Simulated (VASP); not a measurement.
# Pt (Fm-3m) in VASP: notebook

The runs below take Pt through single point, with PBEsol.

All numbers are computed with VASP 6.6.1; they aren't measurements. Logs are shortened: lines on timing, memory, paths and dates and some standing lists are left out, and cuts for length are marked.

**1. The cell of the first run**

It takes space group Fm-3m (No. 225, cubic). Conventional cell: a = 3.918 Å, b = 3.918 Å, c = 3.918 Å, α = 90.00°, β = 90.00°, γ = 90.00°. Pt (site symmetry m-3m) has 12 Pt at 2.77 Å within 3.7 Å.

**2. Single point, PBEsol**

File INCAR:

```
SYSTEM = Pt
PREC     = Accurate       ! precision mode
ENCUT    = 520            ! plane-wave cutoff, eV
EDIFF    = 1E-7           ! SCF threshold, eV
ISMEAR   = 0              ! smearing method
SIGMA    = 0.15           ! smearing width, eV
LREAL    = .False.        ! projectors in reciprocal space
LASPH    = .True.         ! aspherical terms in the spheres
NELM     = 100            ! most SCF steps
ALGO     = Fast           ! electronic algorithm
ISIF     = 2              ! what is computed and relaxed
LWAVE    = .False.        ! write WAVECAR
LCHARG   = .False.        ! write CHGCAR
GGA      = PS             ! functional
NBANDS   = 17             ! bands
ISYM     = 0
```

File KPOINTS:

```
regular mesh
0
Gamma
  12 12 14
  0 0 0
```

File POSCAR:

```
Pt
1.0
    0.0000000000     -1.9590303458     -1.9590303458
   -1.9590303458      0.0000000000     -1.9590303458
    1.9590303458      1.9590303458     -3.9180606916
Pt
2
Direct
    0.5000000000      0.5000000000      0.5000000000
    0.0000000000      0.0000000000      0.0000000000
```

Potentials or basis: VASP PAW PBE potentials, release 64 (Pt).

Started as:

```bash
$ cat potpaw_PBE.64/Pt/POTCAR > POTCAR
$ mpirun -np 1 vasp_std > vasp.out
```

OUTCAR:

```text
SYSTEM = Pt
   PREC = Accurate
   ENCUT = 520
   EDIFF = 1E-7
   ISMEAR = 0
   LREAL = .False.
   LASPH = .True.
   NELM = 100
   ISIF = 2
   GGA = PS
   ISYM = 0

 ion  position               nearest neighbor table
   1  0.500  0.500  0.500-   2 2.77   2 2.77   2 2.77   2 2.77   2 2.77   2 2.77
   2  0.000  0.000  0.000-   1 2.77   1 2.77   1 2.77   1 2.77   1 2.77   1 2.77

IMPORTANT INFORMATION: All symmetrisations will be switched off!
NOSYMM: (Re-)initialisation of all symmetry stuff for point group C_1.

----------------------------------------------------------------------------------------

                                     Primitive cell

  volume of cell :      30.0735

  direct lattice vectors                    reciprocal lattice vectors
     0.000000000 -1.959030346 -1.959030346     0.127614154 -0.382842462 -0.127614154
    -1.959030346  0.000000000 -1.959030346    -0.382842462  0.127614154 -0.127614154
     1.959030346  1.959030346 -3.918060692     0.127614154  0.127614154 -0.127614154

  length of vectors
     2.770487284  2.770487284  4.798624738     0.423248266  0.423248266  0.221034198

  position of ions in fractional coordinates (direct lattice)
     0.500000000  0.500000000  0.500000000
     0.000000000  0.000000000  0.000000000

  ion indices of the primitive-cell ions
   primitive index   ion index
                 1           1
                 2           2

----------------------------------------------------------------------------------------

 KPOINTS: regular mesh

Automatic generation of k-mesh.
 Grid dimensions read from file:
 generate k-points for:   12   12   14

 Generating k-lattice:

  Cartesian coordinates                     Fractional coordinates (reciprocal lattice)
     0.010634513 -0.031903538 -0.010634513     0.083333333  0.000000000 -0.000000000
    -0.031903538  0.010634513 -0.010634513     0.000000000  0.083333333 -0.000000000
     0.009115297  0.009115297 -0.009115297     0.000000000  0.000000000  0.071428571

  Length of vectors
     0.035270689  0.035270689  0.015788157

  Shift w.r.t. Gamma in fractional coordinates (k-lattice)
     0.000000000  0.000000000  0.000000000

 -----------------------------------------------------------------------------
|                                                                             |
|           W    W    AA    RRRRR   N    N  II  N    N   GGGG   !!!           |
|           W    W   A  A   R    R  NN   N  II  NN   N  G    G  !!!           |
|           W    W  A    A  R    R  N N  N  II  N N  N  G       !!!           |
[... 64 lines left out ...]
   LASPH  =      T    aspherical Exc in radial PAW
   ENCUT  =  520.0 eV  38.22 Ry    6.18 a.u.   5.15  5.15  8.92*2*pi/ulx,y,z
   NELM   =    100;   NELMIN=  2; NELMDL= -5     # of ELM steps
   EDIFF  = 0.1E-06   stopping-criterion for ELM
   LREAL  =      F    real-space projection
   EDIFFG = 0.1E-05   stopping-criterion for IOM
   NSW    =      0    number of steps for IOM
   IBRION =     -1    ionic relax: 0-MD 1-quasi-New 2-CG
   NFREE  =      0    steps in history (QN), initial steepest desc. (CG)
   ISIF   =      2    stress and relaxation
   ISYM   =      0    0-nonsym 1-usesym 2-fastsym
   POTIM  = 0.5000    time-step for ionic-motion
   TEBEG  =    0.0;   TEEND  =   0.0 temperature during run
   PSTRESS=    0.0 pullay stress
   NELECT =      20.0000    total number of electrons
   NUPDOWN=      -1.0000    fix difference up-down
   EMIN   =  10.00;   EMAX   =-10.00  energy-range for DOS
   EFERMI =   0.00;   METHOD = LEGACY
   ISMEAR =     0;   SIGMA  =   0.15  broadening in eV -4-tet -1-fermi 0-gaus
   EFERMI_NEDOS =   21; number of points for ismear=-14 and -15
   IALGO  =     68    algorithm
   IMIX   =      4    mixing-type and parameters
     AMIX     =   0.40;   BMIX     =  1.00
     AMIX_MAG =   1.60;   BMIX_MAG =  1.00
  volume/ion in A,a.u.               =      15.04       101.47
  Fermi-wavevector in a.u.,A,eV,Ry     =   1.428972  2.700365 27.782559  2.041961
  Thomas-Fermi vector in A             =   2.548976
   LORBIT       =      0    0 simple, 1 ext, 2 COOP (PROOUT), +10 PAW based schemes
   GGA     = PS    functional components
   LHFCALC =     F    Hartree Fock is set to
   AEXX    =    0.0000 exact exchange contribution
   IVDW    =     0    specifies the selected vdW correction
   LEPSILON=     F    determine dielectric tensor
   LRPA    =     F    only Hartree local field effects (RPA)
 non-spin polarized calculation
 RMM-DIIS sequential band-by-band and
 Gauss-broadening in eV      SIGMA  =   0.15
  energy-cutoff  :      520.00
  volume of cell :       30.07
 maximum number of plane-waves:       825
 NGX is ok and might be reduce to    24
   NGX = 11   NGY = 11   NGZ = 17

 number of electron      20.0000002 magnetization

 Free energy of the ion-electron system (eV)
  ---------------------------------------------------
  ext. energy  EPLUGINS =         0.00000000
  ---------------------------------------------------
  free energy    TOTEN  =       -13.95173944 eV

  energy without entropy =      -13.91181030  energy(sigma->0) =      -13.93177487

 E-fermi :  11.1647     XC(G=0): -13.6447

 val. band max:       11.1641695924   @ k =  -0.3333   0.2500   0.5000
 cond. band min:      11.1648139357   @ k =  -0.2500   0.5000   0.0714
 fundamental gap:      0.0006443433
 Fermi energy:        11.1647447205

 k-point     1 :       0.0000    0.0000    0.0000
  band No.  band energies     occupation
      1       0.8235      2.00000
      2       3.7516      2.00000
      3       7.2705      2.00000
      4       7.2706      2.00000
      5       7.3319      2.00000
      6       7.3324      2.00000
[... 457 lines left out ...]
      4       6.3606      2.00000
      5       6.7066      2.00000
      6       7.5668      2.00000
[... 9 lines left out ...]
     16      25.8766      0.00000
     17      27.9259      0.00000

 [... further k-points ...]
[... 5 lines left out ...]
  --------------------------------------------------------------------------------------
  -------------------------------------------------------------------------------------
  Total       -0.0555131     -0.0555133     -0.0468751      0.0262178     -0.0302107     -0.0302106
  in kB       -2.9574859     -2.9574951     -2.4972935      1.3967640     -1.6094866     -1.6094829
  external PRESSURE =      -2.8040915 kB  Pullay stress =       0.0000000 kB

 VOLUME and BASIS-vectors are now :
 -----------------------------------------------------------------------------
  energy-cutoff  :      520.00
  volume of cell :       30.07
      direct lattice vectors                 reciprocal lattice vectors
     0.000000000 -1.959030346 -1.959030346     0.127614154 -0.382842462 -0.127614154
    -1.959030346  0.000000000 -1.959030346    -0.382842462  0.127614154 -0.127614154
     1.959030346  1.959030346 -3.918060692     0.127614154  0.127614154 -0.127614154

 POSITION                                       TOTAL-FORCE (eV/Angst)
 -----------------------------------------------------------------------------------
      0.00000      0.00000     -3.91806         0.000000      0.000001     -0.000000
      0.00000      0.00000      0.00000        -0.000000     -0.000001      0.000000
 -----------------------------------------------------------------------------------
    total drift:                               -0.000000     -0.000000      0.000000

  FREE ENERGIE OF THE ION-ELECTRON SYSTEM (eV)
  ---------------------------------------------------
  free  energy   TOTEN  =       -13.9517394391 eV

  energy  without entropy=      -13.9118102996  energy(sigma->0) =      -13.93177487
```

OSZICAR:

```text
N       E                     dE             d eps       ncg     rms          rms(c)
DAV:   1     0.102597164106E+03    0.10260E+03   -0.10276E+04 35120   0.112E+03
DAV:   2    -0.129205717993E+02   -0.11552E+03   -0.10960E+03 37381   0.247E+02
DAV:   3    -0.148424115554E+02   -0.19218E+01   -0.18975E+01 41262   0.319E+01
DAV:   4    -0.148524576872E+02   -0.10046E-01   -0.10044E-01 40091   0.243E+00
DAV:   5    -0.148525532084E+02   -0.95521E-04   -0.95521E-04 41519   0.243E-01    0.190E+01
RMM:   6    -0.140477117053E+02    0.80484E+00   -0.11155E+00 34468   0.788E+00    0.976E+00
RMM:   7    -0.139615239906E+02    0.86188E-01   -0.27658E-01 35399   0.397E+00    0.303E+00
RMM:   8    -0.139528943923E+02    0.86296E-02   -0.43657E-02 35803   0.163E+00    0.116E+00
RMM:   9    -0.139516988695E+02    0.11955E-02   -0.30027E-03 37844   0.415E-01    0.674E-02
RMM:  10    -0.139517372663E+02   -0.38397E-04   -0.39186E-04 37730   0.129E-01    0.801E-02
RMM:  11    -0.139517422184E+02   -0.49521E-05   -0.40479E-05 38387   0.407E-02    0.115E-01
RMM:  12    -0.139517396247E+02    0.25936E-05   -0.11336E-05 37513   0.257E-02    0.492E-02
RMM:  13    -0.139517389763E+02    0.64841E-06   -0.46710E-06 37694   0.153E-02    0.793E-03
RMM:  14    -0.139517391345E+02   -0.15816E-06   -0.70475E-07 34792   0.507E-03    0.492E-03
RMM:  15    -0.139517394995E+02   -0.36496E-06   -0.18322E-07 25928   0.299E-03    0.129E-03
RMM:  16    -0.139517394391E+02    0.60344E-07   -0.19916E-08 21637   0.976E-04
   1 F= -.13951739E+02 E0= -.13931775E+02  d E =-.399291E-01
```

stdout:

```text
POSCAR found type information on POSCAR Pt
 POSCAR found :  1 types and       2 ions
 scaLAPACK will be used
 -----------------------------------------------------------------------------
|                                                                             |
|                                                                             |
[... 21 lines left out ...]
|     Results are often still useful ...                                      |
|                                                                             |
 -----------------------------------------------------------------------------

 POSCAR, INCAR and KPOINTS ok, starting setup
 FFT: planning ... GRIDC
 FFT: planning ... GRID_SOFT
 FFT: planning ... GRID
 WAVECAR not read
 entering main loop
```

Run time: 3 min. Hardware: 1 thread of Intel Xeon 6975P-C (Granite Rapids), shared host; peak memory 0.51 GiB.

Results:

```
Free energy            : -13.9517 eV
Pressure               : -0.3 GPa
Band gap on the k mesh : zero (band 10 reaches 11.66 eV, above the bottom of band 11 at 9.70 eV)
```

Levels at points of the mesh, in eV from the Fermi level:
```csv
k point,band 6,band 7,band 8,band 9,band 10,band 11,band 12,band 13,band 14,band 15
"(0.00, 0.00, 0.00)",-3.83,-3.83,-1.64,-1.64,-0.57,0.04,0.04,5.82,14.15,14.60
"(0.50, 0.00, 0.00)",-3.59,-2.22,-2.22,0.16,0.16,3.01,3.01,7.35,7.35,14.07
"(0.00, 0.50, 0.00)",-3.59,-2.22,-2.22,0.16,0.16,3.01,3.01,7.35,7.35,14.07
"(0.50, 0.50, 0.00)",-0.57,0.01,0.04,0.04,0.49,0.49,1.69,5.81,8.85,11.33
"(0.00, 0.00, 0.50)",-3.46,-3.46,-3.46,-1.47,-1.47,-1.47,-1.47,13.26,13.26,16.35
"(0.50, 0.00, 0.50)",-0.57,0.01,0.04,0.04,0.49,0.49,1.69,5.82,8.85,11.33
"(0.00, 0.50, 0.50)",-0.57,0.01,0.04,0.04,0.49,0.49,1.69,5.82,8.85,11.33
"(0.50, 0.50, 0.50)",-3.59,-2.22,-2.22,0.16,0.16,3.01,3.01,7.35,7.35,14.07
```

Caveat: the PAW data sets were made with another functional, which shifts forces and pressure a little; spin-orbit coupling is left out, which moves the levels of the heavy elements.

[end of part 1 of 2]
